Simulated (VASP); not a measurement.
# NaH (Immm) in VASP: a series of runs, part 2 of 2

VASP 6.6.1.

**3. Single point, r2SCAN (engineering shear strain xy -0.2250, normal strain along z -0.0350)**

File POSCAR:

```
NaH
1.0
   -0.2696660593      2.3970316378      2.3131355305
    2.3970316378     -0.2696660593      2.3131355305
    2.1273655785      2.1273655785      0.0000000000
Na H
1 1
Direct
    0.0000000000      0.0000000000      0.0000000000
    0.5000000000      0.5000000000      0.5000000000
```

File INCAR.step1:

```
PREC     = Accurate       # precision mode
ENCUT    = 520            # plane-wave cutoff, eV
ISMEAR   = -1             # smearing method
SIGMA    = 0.2            # smearing width, eV
LREAL    = False          # projectors in reciprocal space
LASPH    = True           # aspherical terms in the spheres
NELM     = 60             # most SCF steps
NBANDS   = 11             # bands
GGA      = PE             # functional
ALGO     = Normal         # electronic algorithm
EDIFF    = 1E-4           # SCF threshold, eV
LWAVE    = True           # write WAVECAR
LCHARG   = False          # write CHGCAR
```

File INCAR.step2:

```
PREC     = Accurate       # precision mode
ENCUT    = 520            # plane-wave cutoff, eV
EDIFF    = 1E-6           # SCF threshold, eV
ISMEAR   = -1             # smearing method
SIGMA    = 0.2            # smearing width, eV
LREAL    = False          # projectors in reciprocal space
LASPH    = True           # aspherical terms in the spheres
NELM     = 60             # most SCF steps
ALGO     = Normal         # electronic algorithm
ISIF     = 2              # what is computed and relaxed
LWAVE    = False          # write WAVECAR
LCHARG   = False          # write CHGCAR
METAGGA  = R2SCAN         # meta-GGA
LMIXTAU  = True         
NBANDS   = 11             # bands
ISTART   = 1
```

File KPOINTS:

```
Automatic mesh
0
Gamma
  8 8 8
```

Potentials or basis: VASP PAW PBE potentials, release 64 (Na_pv, H).

Started as:

```console
cat potpaw_PBE.64/Na_pv/POTCAR potpaw_PBE.64/H/POTCAR > POTCAR
cp INCAR.step1 INCAR
mpirun -np 1 vasp_std > vasp.out
cp INCAR.step2 INCAR
mpirun -np 1 vasp_std > vasp.out
```

OUTCAR:

```text
PREC = Accurate
   ENCUT = 520
   EDIFF = 1E-6
   ISMEAR = -1
   LREAL = False
   LASPH = True
   NELM = 60
   ISIF = 2
   METAGGA = R2SCAN
   ISTART = 1

 ion  position               nearest neighbor table
   1  0.000  0.000  0.000-
   2  0.500  0.500  0.500-

  LATTYP: Found a body centered orthorhombic cell.
 ALAT       =     3.0085492532
 B/A-ratio  =     1.2535211268
 C/A-ratio  =     1.5377082679

  Lattice vectors:

 A1 = (   0.2696660593,  -2.3970316378,  -2.3131355305)
 A2 = (  -0.2696660593,   2.3970316378,  -2.3131355305)
 A3 = (   2.3970316378,  -0.2696660593,   2.3131355305)

Analysis of symmetry for initial positions (statically):
=====================================================================
 Subroutine PRICEL returns:
 Original cell was already a primitive cell.

 Routine SETGRP: Setting up the symmetry group for a
 body centered orthorhombic supercell.

 Subroutine GETGRP returns: Found  8 space group operations
 (whereof  8 operations were pure point group operations)
[... 171 lines left out ...]
 k-point     1 :       0.0000    0.0000    0.0000
  band No.  band energies     occupation
      1     -24.1281      2.00000
      2     -24.1030      2.00000
      3     -24.0989      2.00000
      4      -4.9486      2.00000
      5      10.2707      0.00000
      6      13.2020      0.00000
      7      14.3513      0.00000
      8      14.7601      0.00000
      9      16.8444      0.00000
     10      18.7259      0.00000
     11      19.7441      0.00000
[... 309 lines left out ...]
 k-point    24 :       0.2500    0.0000    0.1250
  band No.  band energies     occupation
      1     -24.1568      2.00000
      2     -24.1277      2.00000
      3     -24.1051      2.00000
      4      -4.0540      2.00000
      5       7.1552      0.00000
      6      10.4610      0.00000
      7      13.7918      0.00000
      8      16.5563      0.00000
      9      16.9881      0.00000
     10      18.5770      0.00000
     11      20.7737      0.00000

 [... further k-points ...]

------------------------ aborting loop because EDIFF is reached ----------------------------------------

  FORCE on cell =-STRESS in cart. coord.  units (eV):
  Direction    XX          YY          ZZ          XY          YZ          ZX
  --------------------------------------------------------------------------------------
  -------------------------------------------------------------------------------------
  Total        0.1671587      0.1671587      0.1229107      0.9157680      0.0000000      0.0000000
  in kB       10.2045206     10.2045206      7.5033182     55.9047925      0.0000000      0.0000000
  external PRESSURE =       9.3041198 kB  Pullay stress =       0.0000000 kB

 VOLUME and BASIS-vectors are now :
 -----------------------------------------------------------------------------
  energy-cutoff  :      520.00
  volume of cell :       26.25
      direct lattice vectors                 reciprocal lattice vectors
    -0.269666059  2.397031638  2.313135530    -0.187497818  0.187497818  0.216156811
     2.397031638 -0.269666059  2.313135530     0.187497818 -0.187497818  0.216156811
     2.127365579  2.127365579  0.000000000     0.235032476  0.235032476 -0.216156811

 POSITION                                       TOTAL-FORCE (eV/Angst)
 -----------------------------------------------------------------------------------
      0.00000      0.00000      0.00000        -0.000000     -0.000000      0.000000
      2.12737      2.12737      2.31314         0.000000      0.000000      0.000000
 -----------------------------------------------------------------------------------
    total drift:                                0.000000      0.000000     -0.000000

  FREE ENERGIE OF THE ION-ELECTRON SYSTEM (eV)
  ---------------------------------------------------
  free  energy   TOTEN  =        -7.4954848150 eV

  energy  without entropy=       -7.4954581236  energy(sigma->0) =       -7.49547147
```

OUTCAR.step1:

```text
PREC = Accurate
   ENCUT = 520
   ISMEAR = -1
   LREAL = False
   LASPH = True
[... 559 lines left out ...]
      0.00000      0.00000      0.00000         0.000000      0.000000      0.000000
      2.12737      2.12737      2.31314         0.000000     -0.000000     -0.000000
 -----------------------------------------------------------------------------------
    total drift:                                0.000000      0.000000     -0.000000

  FREE ENERGIE OF THE ION-ELECTRON SYSTEM (eV)
  ---------------------------------------------------
  free  energy   TOTEN  =        -4.9781825359 eV

  energy  without entropy=       -4.9780777932  energy(sigma->0) =       -4.97813016
```

It took 45 s on 1 thread of Intel Xeon 6975P-C (Granite Rapids), shared host; peak memory 0.15 GiB.

Results:

```yaml
Free_energy: -7.4955 eV
Pressure: 0.9 GPa
Band_gap_on_the_k_mesh: 3.64 eV (least direct gap 5.17 eV)
```

Stress tensor (GPa, compression positive):
```
1.02 5.59 0.00
5.59 1.02 0.00
0.00 0.00 0.75
```

Levels at points of the mesh, in eV from the valence-band top:
| k point | band 1 | band 2 | band 3 | band 4 | band 5 | band 6 | band 7 | band 8 | band 9 |
| --- | --- | --- | --- | --- | --- | --- | --- | --- | --- |
| (0.00, 0.00, 0.00) | -23.15 | -23.12 | -23.12 | -3.97 | 11.25 | 14.18 | 15.33 | 15.74 | 17.83 |
| (0.50, 0.00, 0.00) | -23.22 | -23.16 | -23.12 | -1.52 | 3.64 | 12.81 | 14.40 | 16.62 | 19.23 |
| (0.50, 0.50, 0.00) | -23.21 | -23.17 | -23.17 | -0.39 | 5.37 | 8.71 | 9.73 | 14.70 | 14.97 |
| (0.00, 0.00, 0.50) | -23.31 | -23.14 | -23.13 | -0.46 | 4.98 | 11.03 | 12.12 | 14.36 | 15.92 |
| (0.50, 0.00, 0.50) | -23.30 | -23.15 | -23.14 | -0.24 | 5.14 | 10.97 | 11.93 | 11.94 | 13.55 |

Caveat: the cell differs from its parent crystal (engineering shear strain xy -0.2250, normal strain along z -0.0350); the PAW data sets were made with another functional, which shifts forces and pressure a little. A k mesh can miss the band edges.

**4. Single point, r2SCAN (engineering shear strain xy -0.3000, normal strain along z -0.0175)**

File POSCAR:

```
NaH
1.0
   -0.3595547457      2.3970316378      2.3550835841
    2.3970316378     -0.3595547457      2.3550835841
    2.0374768921      2.0374768921      0.0000000000
Na H
1 1
Direct
    0.0000000000      0.0000000000      0.0000000000
    0.5000000000      0.5000000000      0.5000000000
```

File INCAR.step1:

```
SYSTEM = NaH
PREC = Accurate
ENCUT = 520
ISMEAR = -1
SIGMA = 0.2
LREAL = .False.
LASPH = .True.
NELM = 80
NBANDS = 11
GGA = PE
ALGO = Normal
EDIFF = 1E-4
LWAVE = .True.
LCHARG = .False.
```

File INCAR.step2:

```
SYSTEM = NaH
PREC = Accurate
ENCUT = 520
EDIFF = 1E-6
ISMEAR = -1
SIGMA = 0.2
LREAL = .False.
LASPH = .True.
NELM = 80
ALGO = Normal
ISIF = 2
LWAVE = .False.
LCHARG = .True.
METAGGA = R2SCAN
LMIXTAU = .True.
LELF = .True.
LVHAR = .True.
NBANDS = 11
ISTART = 1
```

File KPOINTS:

```
regular mesh
0
Gamma
  8 8 8
  0 0 0
```

Started as:

```console
cat potpaw_PBE.64/Na_pv/POTCAR potpaw_PBE.64/H/POTCAR > POTCAR
cp INCAR.step1 INCAR
mpirun -np 1 vasp_std > vasp.out
cp INCAR.step2 INCAR
mpirun -np 1 vasp_std > vasp.out
```

It took 45 s on 1 thread of Intel Xeon 6975P-C (Granite Rapids), shared host; peak memory 0.16 GiB.

It converged, with:

```yaml
Free_energy: -7.4094 eV
Pressure: 0.7 GPa
Band_gap_on_the_k_mesh: 3.20 eV (least direct gap 5.06 eV)
```

Stress tensor (GPa, compression positive):
```
 1.54  7.83  0.00
 7.83  1.54  0.00
 0.00  0.00 -1.09
```

Levels at points of the mesh, in eV from the valence-band top:
```
           k point  band 1  band 2  band 3  band 4  band 5  band 6  band 7  band 8  band 9
(0.00, 0.00, 0.00)  -23.49  -23.47  -23.46   -4.15   10.59   13.18   14.27   14.64   18.06
(0.50, 0.00, 0.00)  -23.55  -23.50  -23.46   -1.86    3.20   12.51   13.85   17.71   19.10
(0.50, 0.50, 0.00)  -23.56  -23.51  -23.51   -0.72    4.90    7.83    9.12   15.73   15.99
(0.00, 0.00, 0.50)  -23.70  -23.49  -23.46   -0.40    5.03   10.59   11.57   14.02   15.30
(0.50, 0.00, 0.50)  -23.69  -23.49  -23.47   -0.24    5.13   10.71   11.67   11.70   13.16
```

Caveat: the cell differs from its parent crystal (engineering shear strain xy -0.3000, normal strain along z -0.0175); the PAW data sets were made with another functional, which shifts forces and pressure a little. A k mesh can miss the band edges.

**5. Overview**

```csv
cell,gap on the mesh (eV),pressure (GPa)
"a = 3.336, b = 3.336, c = 3.136 Å, angles 62.0, 62.0, 66.2°, 2 atoms",3.93,0.8
"a = 3.342, b = 3.342, c = 3.009 Å, angles 63.2, 63.2, 68.7°, 2 atoms",3.64,0.9
"a = 3.380, b = 3.380, c = 2.881 Å, angles 64.8, 64.8, 70.4°, 2 atoms",3.20,0.7
```

Alike in all rows: task single point; level r2SCAN; potentials or basis VASP PAW PBE potentials, release 64 (Na_pv, H); no spin polarisation; k mesh 8 × 8 × 8; cutoff (eV) 520; smearing fermi-dirac 0.2 eV.

Caveats: the PAW data sets were made with another functional, which shifts forces and pressure a little.

Absolute energies hang on the potentials; compare differences alone.
